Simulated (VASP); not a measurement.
# Bi (Pm-3m) in VASP: further runs

Bi is run at these levels: r2SCAN, PBE; tasks: single point, relaxation of cell and atoms.

Program: VASP 6.6.1. These are calculated values, not measurements. Logs are shortened: lines on timing, memory, paths and dates and some standing lists are left out, and cuts for length are marked.

**1. The cell of the first run**

Symmetry: Pm-3m, No. 221, cubic system. The conventional cell has a = 3.275 Å, b = 3.275 Å, c = 3.275 Å, α = 90.00°, β = 90.00°, γ = 90.00°. Bi (site symmetry m-3m) has 6 Bi at 3.28 Å within 4.3 Å.

**2. Single point, r2SCAN**

POSCAR reads:

```
Bi
1.0
    3.2751590537      0.0000000000      0.0000000000
    0.0000000000      3.2751590537      0.0000000000
    0.0000000000      0.0000000000      3.2751590537
Bi
1
Direct
    0.5000000000      0.5000000000      0.5000000000
```

INCAR.step1 reads:

```
SYSTEM = Bi
ALGO     = Normal         ! electronic algorithm
EDIFF    = 1E-4           ! SCF threshold, eV
ENCUT    = 520            ! plane-wave cutoff, eV
GGA      = PE             ! functional
ISMEAR   = 0              ! smearing method
LASPH    = .True.         ! aspherical terms in the spheres
LCHARG   = .False.        ! write CHGCAR
LREAL    = .False.        ! projectors in reciprocal space
LWAVE    = .True.         ! write WAVECAR
NBANDS   = 14             ! bands
NELM     = 80             ! most SCF steps
PREC     = Accurate       ! precision mode
SIGMA    = 0.1            ! smearing width, eV
```

INCAR.step2 reads:

```
SYSTEM = Bi
ALGO     = Normal         ! electronic algorithm
EDIFF    = 1E-6           ! SCF threshold, eV
ENCUT    = 520            ! plane-wave cutoff, eV
ISIF     = 2              ! what is computed and relaxed
ISMEAR   = 0              ! smearing method
ISTART   = 1            
LASPH    = .True.         ! aspherical terms in the spheres
LCHARG   = .False.        ! write CHGCAR
LMIXTAU  = .True.       
LREAL    = .False.        ! projectors in reciprocal space
LWAVE    = .False.        ! write WAVECAR
METAGGA  = R2SCAN         ! meta-GGA
NBANDS   = 14             ! bands
NELM     = 80             ! most SCF steps
PREC     = Accurate       ! precision mode
SIGMA    = 0.1            ! smearing width, eV
```

KPOINTS reads:

```
k-points
0
Gamma
  16 16 16
  0 0 0
```

Potentials or basis: VASP PAW PBE potentials, release 64 (Bi_d).

Command:

```bash
cat potpaw_PBE.64/Bi_d/POTCAR > POTCAR
cp INCAR.step1 INCAR
mpirun -np 1 vasp_std > vasp.out
cp INCAR.step2 INCAR
mpirun -np 1 vasp_std > vasp.out
```

OUTCAR:

```text
SYSTEM = Bi
   EDIFF = 1E-6
   ENCUT = 520
   ISIF = 2
   ISMEAR = 0
   ISTART = 1
   LASPH = .True.
   LREAL = .False.
   METAGGA = R2SCAN
   NELM = 80
   PREC = Accurate

 ion  position               nearest neighbor table
   1  0.500  0.500  0.500-

  LATTYP: Found a simple cubic cell.
 ALAT       =     3.2751590537

  Lattice vectors:

 A1 = (   3.2751590537,   0.0000000000,   0.0000000000)
 A2 = (   0.0000000000,   3.2751590537,   0.0000000000)
 A3 = (   0.0000000000,   0.0000000000,   3.2751590537)

Analysis of symmetry for initial positions (statically):
=====================================================================
 Subroutine PRICEL returns:
 Original cell was already a primitive cell.

 Routine SETGRP: Setting up the symmetry group for a
 simple cubic supercell.

 Subroutine GETGRP returns: Found 48 space group operations
 (whereof 48 operations were pure point group operations)
 out of a pool of 48 trial point group operations.

The static configuration has the point symmetry O_h .

Analysis of symmetry for dynamics (positions and initial velocities):
=====================================================================
 Subroutine PRICEL returns:
 Original cell was already a primitive cell.

 Routine SETGRP: Setting up the symmetry group for a
 simple cubic supercell.

 Subroutine GETGRP returns: Found 48 space group operations
 (whereof 48 operations were pure point group operations)
 out of a pool of 48 trial point group operations.

The dynamic configuration has the point symmetry O_h .

 Subroutine INISYM returns: Found 48 space group operations
 (whereof 48 operations are pure point group operations),
 and found     1 'primitive' translations

----------------------------------------------------------------------------------------

                                     Primitive cell

  volume of cell :      35.1315

  direct lattice vectors                    reciprocal lattice vectors
     3.275159054  0.000000000  0.000000000     0.305328683  0.000000000  0.000000000
     0.000000000  3.275159054  0.000000000     0.000000000  0.305328683  0.000000000
     0.000000000  0.000000000  3.275159054     0.000000000  0.000000000  0.305328683

  length of vectors
     3.275159054  3.275159054  3.275159054     0.305328683  0.305328683  0.305328683

  position of ions in fractional coordinates (direct lattice)
     0.500000000  0.500000000  0.500000000

  ion indices of the primitive-cell ions
   primitive index   ion index
                 1           1

----------------------------------------------------------------------------------------

 KPOINTS: k-points

Automatic generation of k-mesh.
 Grid dimensions read from file:
 generate k-points for:   16   16   16

 Generating k-lattice:

  Cartesian coordinates                     Fractional coordinates (reciprocal lattice)
     0.019083043  0.000000000  0.000000000     0.062500000  0.000000000  0.000000000
     0.000000000  0.019083043  0.000000000     0.000000000  0.062500000  0.000000000
     0.000000000  0.000000000  0.019083043     0.000000000  0.000000000  0.062500000

  Length of vectors
     0.019083043  0.019083043  0.019083043

  Shift w.r.t. Gamma in fractional coordinates (k-lattice)
     0.000000000  0.000000000  0.000000000

 Subroutine IBZKPT returns following result:
 ===========================================

 Found    165 irreducible k-points:

 Following reciprocal coordinates:
            Coordinates               Weight
  0.000000  0.000000  0.000000      1.000000
  0.062500  0.000000  0.000000      6.000000
  0.125000  0.000000  0.000000      6.000000
  0.187500  0.000000  0.000000      6.000000
  0.250000  0.000000  0.000000      6.000000
  0.312500  0.000000  0.000000      6.000000
[... 16 lines left out ...]
  0.437500  0.125000  0.000000     24.000000
  0.500000  0.125000  0.000000     12.000000
 [... further k-points ...]
   k-points           NKPTS =    165   k-points in BZ     NKDIM =    165   number of bands    NBANDS=     14
   number of dos      NEDOS =    301   number of ions     NIONS =      1
   total plane-waves  NPLWV =  13824
   dimension x,y,z NGX =    24 NGY =   24 NGZ =   24
   dimension x,y,z NGXF=    48 NGYF=   48 NGZF=   48
   ions per type =               1
   NGX,Y,Z   is equivalent  to a cutoff of  12.18, 12.18, 12.18 a.u.
   NGXF,Y,Z  is equivalent  to a cutoff of  24.36, 24.36, 24.36 a.u.
 SYSTEM =  Bi
   PREC   = accura    normal or accurate (medium, high low for compatibility)
   ISTART =      1    job   : 0-new  1-cont  2-samecut
   ICHARG =      0    charge: 1-file 2-atom 10-const
   ISPIN  =      1    spin polarized calculation?
   LNONCOLLINEAR =      F non collinear calculations
   LSORBIT =      F    spin-orbit coupling
   LASPH  =      T    aspherical Exc in radial PAW
   ENCUT  =  520.0 eV  38.22 Ry    6.18 a.u.   6.09  6.09  6.09*2*pi/ulx,y,z
   NELM   =     80;   NELMIN=  2; NELMDL=  0     # of ELM steps
   EDIFF  = 0.1E-05   stopping-criterion for ELM
   LREAL  =      F    real-space projection
   EDIFFG = 0.1E-04   stopping-criterion for IOM
   NSW    =      0    number of steps for IOM
   IBRION =     -1    ionic relax: 0-MD 1-quasi-New 2-CG
   NFREE  =      0    steps in history (QN), initial steepest desc. (CG)
   ISIF   =      2    stress and relaxation
   ISYM   =      2    0-nonsym 1-usesym 2-fastsym
   POTIM  = 0.5000    time-step for ionic-motion
   TEBEG  =    0.0;   TEEND  =   0.0 temperature during run
   PSTRESS=    0.0 pullay stress
   NELECT =      15.0000    total number of electrons
   NUPDOWN=      -1.0000    fix difference up-down
   EMIN   =  10.00;   EMAX   =-10.00  energy-range for DOS
   EFERMI =   0.00;   METHOD = LEGACY
   ISMEAR =     0;   SIGMA  =   0.10  broadening in eV -4-tet -1-fermi 0-gaus
   EFERMI_NEDOS =   21; number of points for ismear=-14 and -15
   IALGO  =     38    algorithm
   IMIX   =      4    mixing-type and parameters
     AMIX     =   0.40;   BMIX     =  1.00
     AMIX_MAG =   1.60;   BMIX_MAG =  1.00
  volume/ion in A,a.u.               =      35.13       237.08
  Fermi-wavevector in a.u.,A,eV,Ry     =   1.232744  2.329548 20.676195  1.519657
  Thomas-Fermi vector in A             =   2.367502
   LORBIT       =      0    0 simple, 1 ext, 2 COOP (PROOUT), +10 PAW based schemes
   METAGGA = R2SCAN    functional components
   LHFCALC =     F    Hartree Fock is set to
   AEXX    =    0.0000 exact exchange contribution
   IVDW    =     0    specifies the selected vdW correction
   LEPSILON=     F    determine dielectric tensor
   LRPA    =     F    only Hartree local field effects (RPA)
 non-spin polarized calculation
 Gauss-broadening in eV      SIGMA  =   0.10
  energy-cutoff  :      520.00
  volume of cell :       35.13
 maximum number of plane-waves:       968
   NGX = 13   NGY = 13   NGZ = 13

 number of electron      14.9999991 magnetization

 Free energy of the ion-electron system (eV)
  ---------------------------------------------------
  ext. energy  EPLUGINS =         0.00000000
  ---------------------------------------------------
  free energy    TOTEN  =       -58.42744236 eV

  energy without entropy =      -58.42471638  energy(sigma->0) =      -58.42607937

 E-fermi :   6.2352     XC(G=0): -10.2740

 val. band max:        6.1859481761   @ k =   0.4375   0.3125   0.3125
 cond. band min:       6.2643557976   @ k =   0.4375   0.2500   0.0000
 fundamental gap:      0.0784076214
 Fermi energy:         6.2351745222

 k-point     1 :       0.0000    0.0000    0.0000
  band No.  band energies     occupation
      1     -17.4043      2.00000
      2     -17.4043      2.00000
      3     -17.0719      2.00000
      4     -17.0719      2.00000
      5     -17.0719      2.00000
      6      -7.3263      2.00000
      7       9.4771      0.00000
      8       9.4771      0.00000
      9       9.4771      0.00000
     10      13.1440      0.00000
     11      14.4126      0.00000
     12      14.4126      0.00000
     13      24.0697      0.00000
     14      24.0697      0.00000

 k-point     2 :       0.0625    0.0000    0.0000
  band No.  band energies     occupation
      1     -17.4037      2.00000
      2     -17.3937      2.00000
      3     -17.0751      2.00000
      4     -17.0751      2.00000
      5     -17.0716      2.00000
      6      -7.2763      2.00000
      7       8.7693      0.00000
      8       9.5329      0.00000
      9       9.5329      0.00000
     10      13.4109      0.00000
     11      14.4535      0.00000
     12      14.9936      0.00000
     13      23.6613      0.00000
     14      23.9371      0.00000

 k-point     3 :       0.1250    0.0000    0.0000
  band No.  band energies     occupation
      1     -17.4023      2.00000
      2     -17.3637      2.00000
      3     -17.0845      2.00000
      4     -17.0845      2.00000
      5     -17.0709      2.00000
      6      -7.1279      2.00000
      7       7.3675      0.00000
      8       9.6964      0.00000
      9       9.6964      0.00000
     10      13.6904      0.00000
     11      14.5762      0.00000
     12      16.5372      0.00000
     13      22.7455      0.00000
     14      23.3823      0.00000
[... 324 lines left out ...]
 k-point    23 :       0.4375    0.1250    0.0000
  band No.  band energies     occupation
      1     -17.3621      2.00000
      2     -17.1700      2.00000
      3     -17.1527      2.00000
      4     -17.1219      2.00000
      5     -17.0776      2.00000
      6      -5.3159      2.00000
      7       1.6282      2.00000
      8       9.2480      0.00000
      9      11.5107      0.00000
     10      14.8009      0.00000
     11      16.4191      0.00000
     12      17.9077      0.00000
     13      19.0172      0.00000
     14      19.2332      0.00000

 k-point    24 :       0.5000    0.1250    0.0000
  band No.  band energies     occupation
      1     -17.3615      2.00000
      2     -17.1733      2.00000
      3     -17.1559      2.00000
      4     -17.1113      2.00000
      5     -17.0773      2.00000
      6      -5.1986      2.00000
      7       1.3760      2.00000
      8       9.3669      0.00000
      9      11.6114      0.00000
     10      14.6125      0.00000
     11      16.9695      0.00000
     12      17.2402      0.00000
     13      19.0416      0.00000
     14      19.2130      0.00000

 [... further k-points ...]
[... 5 lines left out ...]
  --------------------------------------------------------------------------------------
  -------------------------------------------------------------------------------------
  Total       -0.2353154     -0.2353154     -0.2353154     -0.0000000      0.0000000      0.0000000
  in kB      -10.7315816    -10.7315816    -10.7315816     -0.0000000      0.0000000      0.0000000
  external PRESSURE =     -10.7315816 kB  Pullay stress =       0.0000000 kB

 VOLUME and BASIS-vectors are now :
 -----------------------------------------------------------------------------
  energy-cutoff  :      520.00
  volume of cell :       35.13
      direct lattice vectors                 reciprocal lattice vectors
     3.275159054  0.000000000  0.000000000     0.305328683  0.000000000  0.000000000
     0.000000000  3.275159054  0.000000000     0.000000000  0.305328683  0.000000000
     0.000000000  0.000000000  3.275159054     0.000000000  0.000000000  0.305328683

 POSITION                                       TOTAL-FORCE (eV/Angst)
 -----------------------------------------------------------------------------------
      1.63758      1.63758      1.63758         0.000000      0.000000      0.000000
 -----------------------------------------------------------------------------------
    total drift:                                0.000000     -0.000000     -0.000000

  FREE ENERGIE OF THE ION-ELECTRON SYSTEM (eV)
  ---------------------------------------------------
  free  energy   TOTEN  =       -58.4274423595 eV

  energy  without entropy=      -58.4247163843  energy(sigma->0) =      -58.42607937
```

Run time: 86 s. Hardware: 1 thread of Intel Xeon 6975P-C, shared host; peak memory 0.2 GiB.

Results:

* Free energy: -58.4274 eV
* Pressure: -1.1 GPa

Levels at points of the mesh, in eV from the Fermi level:
| k point | band 3 | band 4 | band 5 | band 6 | band 7 | band 8 | band 9 | band 10 | band 11 | band 12 |
| --- | --- | --- | --- | --- | --- | --- | --- | --- | --- | --- |
| (0.00, 0.00, 0.00) | -23.31 | -23.31 | -23.31 | -13.56 | 3.24 | 3.24 | 3.24 | 6.91 | 8.18 | 8.18 |
| (0.50, 0.00, 0.00) | -23.39 | -23.36 | -23.30 | -11.63 | -5.06 | 5.14 | 5.14 | 10.31 | 10.54 | 10.64 |
| (0.50, 0.50, 0.00) | -23.38 | -23.38 | -23.19 | -9.69 | -3.23 | -3.23 | 3.15 | 7.13 | 12.73 | 12.73 |
| (0.50, 0.50, 0.50) | -23.49 | -23.18 | -23.18 | -7.70 | -1.49 | -1.49 | -1.49 | 5.80 | 5.80 | 5.80 |

Caveat: the PAW data sets were made with another functional, which shifts forces and pressure a little; spin-orbit coupling is left out, which moves the levels of the heavy elements.

**3. Relaxation of cell and atoms, PBE**

This run uses another cell than the first one, of 35.30 Å³/atom, 1.005 times its volume.

INCAR reads:

```
PREC = Accurate
ENCUT = 600
EDIFF = 1E-7
ISMEAR = 0
SIGMA = 0.1
LREAL = F
LASPH = T
NELM = 80
ALGO = Normal
ISIF = 3
LWAVE = F
LCHARG = F
GGA = PE
IBRION = 2
NSW = 100
EDIFFG = -0.01
```

KPOINTS reads:

```
Automatic mesh
0
Gamma
  16 16 16
```

POSCAR reads:

```
Bi
1.0
    3.2802700223      0.0000000000      0.0000000000
    0.0000000000      3.2802700223      0.0000000000
    0.0000000000      0.0000000000      3.2802700223
Bi
1
Direct
    0.5000000000      0.5000000000      0.5000000000
```

Potentials or basis: VASP PAW PBE potentials, release 64 (Bi_d).

Command:

```bash
cat potpaw_PBE.64/Bi_d/POTCAR > POTCAR
mpirun -np 1 vasp_std > vasp.out
```

Wall time 91 s (1 thread of Intel Xeon 6975P-C, shared host); peak memory 0.22 GiB.

The run converged. Its results:

```
Free energy                            : -3.8407 eV
Relaxed volume                         : 35.12 Å³/atom
Relaxed cell                           : a = 3.275 Å, b = 3.275 Å, c = 3.275 Å, α = 90.00°, β = 90.00°, γ = 90.00°
Space group after relaxing (to 0.05 Å) : Pm-3m (No. 221)
Energy gained by relaxing              : 0.1 meV/atom
Ionic steps                            : 3
Pressure after relaxing                : 0.0 GPa
```

Step by step:
| step | energy change (eV) | largest force (eV/Å) | pressure (GPa) | volume (Å³) |
| --- | --- | --- | --- | --- |
| 1 | 0.0000 | 0.0000 | -0.23 | 35.30 |
| 2 | -0.0001 | 0.0000 | 0.11 | 35.04 |
| 3 | -0.0001 | 0.0000 | 0.00 | 35.12 |

Final structure:
```yaml
crystal:
  lattice:
    - [3.27484, 0.00000, 0.00000]
    - [0.00000, 3.27484, 0.00000]
    - [0.00000, 0.00000, 3.27484]
  atoms:
    - { symbol: Bi, position: [0.50000, 0.50000, 0.50000] }
```

Levels at points of the mesh, in eV from the Fermi level:
```
           k point  band 4  band 5  band 6  band 7  band 8  band 9  band 10  band 11
(0.00, 0.00, 0.00)  -22.61  -22.61  -12.96    3.11    3.11    3.11     6.22     7.78
(0.50, 0.00, 0.00)  -22.66  -22.60  -11.15   -4.81    4.92    4.92     9.67     9.77
(0.50, 0.50, 0.00)  -22.68  -22.50   -9.36   -3.00   -3.00    2.81     6.78    11.92
(0.50, 0.50, 0.50)  -22.49  -22.49   -7.54   -1.30   -1.30   -1.30     5.40     5.40
```

Caveat: spin-orbit coupling is left out, which moves the levels of the heavy elements.
